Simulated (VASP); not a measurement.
# TiSi6Mo (R3m) in VASP: single point with PBE

Aim: the single point of TiSi6Mo with PBE.

Program: VASP 6.6.1. These are calculated values, not measurements. Logs are shortened: lines on timing, memory, paths and dates and some standing lists are left out, and cuts for length are marked.

### Step 1. The cell of the first run

Symmetry: R3m, No. 160, trigonal system. The conventional cell has a = 7.419 Å, b = 7.419 Å, c = 7.493 Å, α = 90.00°, β = 90.00°, γ = 120.00°. Within 3.6 Å of Ti (site symmetry 3m) lie 12 Si at 2.72 to 2.82 Å and 1 Mo at 2.91 Å. Si (site symmetry 1) has 5 Si at 2.43 to 2.53 Å and 2 Mo at 2.67 to 2.87 Å and 2 Ti at 2.72 to 2.82 Å within 3.2 Å. Mo (site symmetry 3m) has 12 Si at 2.67 to 2.87 Å and 1 Ti at 2.91 Å within 3.5 Å.

The cell was generated, and may not be a known phase.

### Step 2. Single point, PBE, collinear spin

The input, INCAR:

```
PREC = Accurate
ENCUT = 520
EDIFF = 1E-6
ISMEAR = 0
SIGMA = 0.1
LREAL = False
LASPH = True
NELM = 150
ALGO = Fast
ISIF = 2
LWAVE = False
LCHARG = False
ISPIN = 2
MAGMOM = 1 0 0 0 0 0 0 1
LORBIT = 11
LMAXMIX = 4
GGA = PE
NBANDS = 39
```

The input, KPOINTS:

```
Automatic mesh
0
Gamma
  6 6 6
```

The input, POSCAR:

```
TiSi6Mo
1.0
    3.7094920272      2.1416762205      2.4975719919
   -3.7094920272      2.1416762205      2.4975719919
    0.0000000000     -4.2833524409      2.4975719919
Ti Si Mo
1 6 1
Direct
    0.7125965349      0.7125965349      0.7125965349
    0.9020417815      0.2291517242      0.5697483443
    0.5697483443      0.9020417815      0.2291517242
    0.2291517242      0.5697483443      0.9020417815
    0.5697483443      0.2291517242      0.9020417815
    0.2291517242      0.9020417815      0.5697483443
    0.9020417815      0.5697483443      0.2291517242
    0.1014258853      0.1014258853      0.1014258853
```

Potentials or basis: VASP PAW PBE potentials, release 64 (Ti_sv, Si, Mo_sv).

Run with:

```bash
$ cat potpaw_PBE.64/Ti_sv/POTCAR potpaw_PBE.64/Si/POTCAR potpaw_PBE.64/Mo_sv/POTCAR > POTCAR
$ mpirun -np 1 vasp_std > vasp.out
```

OUTCAR:

```text
PREC = Accurate
   ENCUT = 520
   EDIFF = 1E-6
   ISMEAR = 0
   LREAL = False
   LASPH = True
   NELM = 150
   ISIF = 2
   ISPIN = 2
   LORBIT = 11
   GGA = PE

 ion  position               nearest neighbor table
   1  0.713  0.713  0.713-   3 2.72   7 2.72   6 2.72   2 2.72   4 2.72   5 2.72   3 2.82   7 2.82
                             4 2.82   5 2.82   2 2.82   6 2.82   8 2.91
   2  0.902  0.229  0.570-   6 2.43   5 2.47   3 2.50   4 2.50   7 2.53   8 2.67   1 2.72   1 2.82
                             8 2.87
   3  0.570  0.902  0.229-   5 2.43   7 2.47   2 2.50   4 2.50   6 2.53   8 2.67   1 2.72   1 2.82
                             8 2.87
   4  0.229  0.570  0.902-   7 2.43   6 2.47   2 2.50   3 2.50   5 2.53   8 2.67   1 2.72   1 2.82
                             8 2.87
   5  0.570  0.229  0.902-   3 2.43   2 2.47   6 2.50   7 2.50   4 2.53   8 2.67   1 2.72   1 2.82
                             8 2.87
   6  0.229  0.902  0.570-   2 2.43   4 2.47   7 2.50   5 2.50   3 2.53   8 2.67   1 2.72   1 2.82
                             8 2.87
   7  0.902  0.570  0.229-   4 2.43   3 2.47   6 2.50   5 2.50   2 2.53   8 2.67   1 2.72   1 2.82
                             8 2.87
   8  0.101  0.101  0.101-   2 2.67   6 2.67   3 2.67   7 2.67   4 2.67   5 2.67   2 2.87   6 2.87
                             4 2.87   5 2.87   3 2.87   7 2.87   1 2.91

  LATTYP: Found a trigonal (rhomboedric) cell.
 ALAT       =     4.9583237075
 COS(alpha) =    -0.1194098563

  Lattice vectors:

 A1 = (   3.7094920272,   2.1416762205,   2.4975719919)
 A2 = (  -3.7094920272,   2.1416762205,   2.4975719919)
 A3 = (   0.0000000000,  -4.2833524409,   2.4975719919)

Analysis of symmetry for initial positions (statically):
=====================================================================
 Subroutine PRICEL returns:
 Original cell was already a primitive cell.

 Routine SETGRP: Setting up the symmetry group for a
 trigonal (rhombohedral) supercell.

 Subroutine GETGRP returns: Found  6 space group operations
 (whereof  6 operations were pure point group operations)
 out of a pool of 12 trial point group operations.

The static configuration has the point symmetry C_3v.

Analysis of symmetry for dynamics (positions and initial velocities):
=====================================================================
 Subroutine PRICEL returns:
 Original cell was already a primitive cell.

 Routine SETGRP: Setting up the symmetry group for a
 trigonal (rhombohedral) supercell.

 Subroutine GETGRP returns: Found  6 space group operations
 (whereof  6 operations were pure point group operations)
 out of a pool of 12 trial point group operations.

The dynamic configuration has the point symmetry C_3v.

Analysis of structural, dynamic, and magnetic symmetry:
=====================================================================
 Subroutine PRICEL returns:
 Original cell was already a primitive cell.

 Routine SETGRP: Setting up the symmetry group for a
 trigonal (rhombohedral) supercell.

 Subroutine GETGRP returns: Found  6 space group operations
 (whereof  6 operations were pure point group operations)
 out of a pool of 12 trial point group operations.

The overall configuration has the point symmetry C_3v.

 Subroutine INISYM returns: Found  6 space group operations
 (whereof  6 operations are pure point group operations),
 and found     1 'primitive' translations

----------------------------------------------------------------------------------------

                                     Primitive cell

  volume of cell :     119.0522

  direct lattice vectors                    reciprocal lattice vectors
     3.709492027  2.141676220  2.497571992     0.134789345  0.077820665  0.133462953
    -3.709492027  2.141676220  2.497571992    -0.134789345  0.077820665  0.133462953
     0.000000000 -4.283352441  2.497571992     0.000000000 -0.155641329  0.133462953

  length of vectors
     4.958323707  4.958323707  4.958323707     0.205028250  0.205028250  0.205028250

  position of ions in fractional coordinates (direct lattice)
     0.712596535  0.712596535  0.712596535
     0.902041782  0.229151724  0.569748344
     0.569748344  0.902041782  0.229151724
     0.229151724  0.569748344  0.902041782
     0.569748344  0.229151724  0.902041782
     0.229151724  0.902041782  0.569748344
     0.902041782  0.569748344  0.229151724
     0.101425885  0.101425885  0.101425885
[... 75 lines left out ...]
   ISTART =      0    job   : 0-new  1-cont  2-samecut
   ICHARG =      2    charge: 1-file 2-atom 10-const
   ISPIN  =      2    spin polarized calculation?
   LNONCOLLINEAR =      F non collinear calculations
   LSORBIT =      F    spin-orbit coupling
   LASPH  =      T    aspherical Exc in radial PAW
   ENCUT  =  520.0 eV  38.22 Ry    6.18 a.u.   9.22  9.22  9.22*2*pi/ulx,y,z
   NELM   =    150;   NELMIN=  2; NELMDL= -5     # of ELM steps
   EDIFF  = 0.1E-05   stopping-criterion for ELM
   LREAL  =      F    real-space projection
   EDIFFG = 0.1E-04   stopping-criterion for IOM
   NSW    =      0    number of steps for IOM
   IBRION =     -1    ionic relax: 0-MD 1-quasi-New 2-CG
   NFREE  =      0    steps in history (QN), initial steepest desc. (CG)
   ISIF   =      2    stress and relaxation
   ISYM   =      2    0-nonsym 1-usesym 2-fastsym
   POTIM  = 0.5000    time-step for ionic-motion
   TEBEG  =    0.0;   TEEND  =   0.0 temperature during run
   PSTRESS=    0.0 pullay stress
   NELECT =      50.0000    total number of electrons
   NUPDOWN=      -1.0000    fix difference up-down
   EMIN   =  10.00;   EMAX   =-10.00  energy-range for DOS
   EFERMI =   0.00;   METHOD = LEGACY
   ISMEAR =     0;   SIGMA  =   0.10  broadening in eV -4-tet -1-fermi 0-gaus
   EFERMI_NEDOS =   21; number of points for ismear=-14 and -15
   IALGO  =     68    algorithm
   IMIX   =      4    mixing-type and parameters
     AMIX     =   0.40;   BMIX     =  1.00
     AMIX_MAG =   1.60;   BMIX_MAG =  1.00
  volume/ion in A,a.u.               =      14.88       100.43
  Fermi-wavevector in a.u.,A,eV,Ry     =   1.225986  2.316778 20.450137  1.503043
  Thomas-Fermi vector in A             =   2.361004
   LORBIT       =     11    0 simple, 1 ext, 2 COOP (PROOUT), +10 PAW based schemes
   GGA     = PE    functional components
   LHFCALC =     F    Hartree Fock is set to
   AEXX    =    0.0000 exact exchange contribution
   IVDW    =     0    specifies the selected vdW correction
   LEPSILON=     F    determine dielectric tensor
   LRPA    =     F    only Hartree local field effects (RPA)
 spin polarized calculation
 RMM-DIIS sequential band-by-band and
 Gauss-broadening in eV      SIGMA  =   0.10
  energy-cutoff  :      520.00
  volume of cell :      119.05
 maximum number of plane-waves:      3222
 NGX is ok and might be reduce to    40
   NGX = 19   NGY = 19   NGZ = 19

 number of electron      50.0000003 magnetization      -0.0004922

 number of electron      50.0000003 magnetization       0.0000237

 Free energy of the ion-electron system (eV)
  ---------------------------------------------------
  ext. energy  EPLUGINS =         0.00000000
  ---------------------------------------------------
  free energy    TOTEN  =       -51.55581484 eV

  energy without entropy =      -51.53553545  energy(sigma->0) =      -51.54567514

 E-fermi :  10.0494     XC(G=0): -11.4264

 val. band max:       10.0017307117   @ k =   0.5000   0.5000   0.3333
 cond. band min:      10.0554209382   @ k =   0.5000   0.1667   0.1667
 fundamental gap:      0.0536902266
 Fermi energy:        10.0494210642

 spin component 1

 k-point     1 :       0.0000    0.0000    0.0000
  band No.  band energies     occupation
      1     -50.7371      1.00000
      2     -46.7579      1.00000
      3     -24.9054      1.00000
      4     -24.9054      1.00000
      5     -24.8328      1.00000
      6     -23.0708      1.00000
[... 949 lines left out ...]
     36      14.6162      0.00000
     37      14.8235      0.00000

 [... further k-points ...]

 spin component 2

 k-point     1 :       0.0000    0.0000    0.0000
  band No.  band energies     occupation
      1     -50.7371      1.00000
      2     -46.7579      1.00000
      3     -24.9054      1.00000
      4     -24.9054      1.00000
      5     -24.8327      1.00000
      6     -23.0707      1.00000
[... 949 lines left out ...]
     36      14.6164      0.00000
     37      14.8265      0.00000

 [... further k-points ...]

 [bands above 37 left out]

------------------------ aborting loop because EDIFF is reached ----------------------------------------

  FORCE on cell =-STRESS in cart. coord.  units (eV):
  Direction    XX          YY          ZZ          XY          YZ          ZX
  --------------------------------------------------------------------------------------
  -------------------------------------------------------------------------------------
  Total        0.2260574      0.2260574      0.0766558      0.0000000      0.0000000     -0.0000000
  in kB        3.0422282      3.0422282      1.0316155      0.0000000      0.0000000     -0.0000000
  external PRESSURE =       2.3720240 kB  Pullay stress =       0.0000000 kB

 VOLUME and BASIS-vectors are now :
 -----------------------------------------------------------------------------
  energy-cutoff  :      520.00
  volume of cell :      119.05
      direct lattice vectors                 reciprocal lattice vectors
     3.709492027  2.141676220  2.497571992     0.134789345  0.077820665  0.133462953
    -3.709492027  2.141676220  2.497571992    -0.134789345  0.077820665  0.133462953
     0.000000000 -4.283352441  2.497571992     0.000000000 -0.155641329  0.133462953

 POSITION                                       TOTAL-FORCE (eV/Angst)
 -----------------------------------------------------------------------------------
      0.00000      0.00000      5.33928         0.000000     -0.000000     -0.111128
      2.49608     -0.01778      4.24822        -0.014758      0.091711      0.037811
     -1.23264      2.17056      4.24822        -0.072045     -0.058636      0.037811
     -1.26344     -2.15278      4.24822         0.086803     -0.033075      0.037811
      1.26344     -2.15278      4.24822        -0.086803     -0.033075      0.037811
     -2.49608     -0.01778      4.24822         0.014758      0.091711      0.037811
      1.23264      2.17056      4.24822         0.072045     -0.058636      0.037811
      0.00000      0.00000      0.75996         0.000000     -0.000000     -0.115738
 -----------------------------------------------------------------------------------
    total drift:                               -0.000000     -0.000000     -0.000783

  FREE ENERGIE OF THE ION-ELECTRON SYSTEM (eV)
  ---------------------------------------------------
  free  energy   TOTEN  =       -51.5558148354 eV

  energy  without entropy=      -51.5355354466  energy(sigma->0) =      -51.54567514

 total charge

# of ion       s       p       d       tot
------------------------------------------
    1        2.164   6.125   2.007  10.295
    2        0.758   0.877   0.000   1.635
    3        0.758   0.877   0.000   1.635
    4        0.758   0.877   0.000   1.635
    5        0.758   0.877   0.000   1.635
    6        0.758   0.877   0.000   1.635
    7        0.758   0.877   0.000   1.635
    8        2.267   6.140   4.053  12.460
--------------------------------------------------
tot          8.980  17.528   6.059  32.567

 magnetization (x)

# of ion       s       p       d       tot
------------------------------------------
    1        0.000  -0.000   0.000   0.000
    2       -0.000  -0.000   0.000  -0.000
    3       -0.000  -0.000   0.000  -0.000
    4       -0.000  -0.000   0.000  -0.000
    5       -0.000  -0.000   0.000  -0.000
    6       -0.000  -0.000   0.000  -0.000
    7       -0.000  -0.000   0.000  -0.000
    8        0.000  -0.000   0.000   0.000
--------------------------------------------------
tot          0.000  -0.000   0.000   0.000
```

Wall time 12 min (1 thread of Oxide Virtual Turin-like, shared host); peak memory 0.4 GiB.

What came out:

```yaml
Free_energy: -51.5558 eV
Pressure: 0.2 GPa
Largest_force: 0.116 eV/Å
Band_gap_on_the_k_mesh: zero (filled and empty bands overlap)
Net_moment: 0.00 μB per cell
Valence_electrons_inside_the_program's_atomic_spheres: Ti 10.29; Si 1.64; Mo 12.46
```

Forces on the atoms (eV/Å):
```
Ti   0.000  0.000 -0.111
Si  -0.015  0.092  0.038
Si  -0.072 -0.059  0.038
Si   0.087 -0.033  0.038
Si  -0.087 -0.033  0.038
Si   0.015  0.092  0.038
Si   0.072 -0.059  0.038
Mo   0.000  0.000 -0.116
```

Stress tensor (GPa, compression positive):
```
0.30 0.00 0.00
0.00 0.30 0.00
0.00 0.00 0.10
```

Levels at points of the mesh, in eV from the Fermi level:
Spin up:
```
           k point  band 23  band 24  band 25  band 26  band 27  band 28
(0.00, 0.00, 0.00)    -1.56    -0.46    -0.46     0.69     0.69     0.98
(0.50, 0.00, 0.00)    -0.93    -0.71    -0.06     0.64     0.70     1.30
(0.50, 0.50, 0.00)    -1.18    -0.38    -0.30     1.28     1.40     1.52
(0.50, 0.50, 0.50)    -0.74    -0.59    -0.44    -0.44     1.04     1.04
```
Spin down:
| k point | band 23 | band 24 | band 25 | band 26 | band 27 | band 28 |
| --- | --- | --- | --- | --- | --- | --- |
| (0.00, 0.00, 0.00) | -1.56 | -0.46 | -0.46 | 0.69 | 0.69 | 0.98 |
| (0.50, 0.00, 0.00) | -0.93 | -0.71 | -0.06 | 0.64 | 0.70 | 1.30 |
| (0.50, 0.50, 0.00) | -1.18 | -0.38 | -0.30 | 1.28 | 1.40 | 1.52 |
| (0.50, 0.50, 0.50) | -0.74 | -0.59 | -0.44 | -0.44 | 1.04 | 1.04 |

The gap in the log of VASP goes by the Fermi energy; the results here count the filled bands.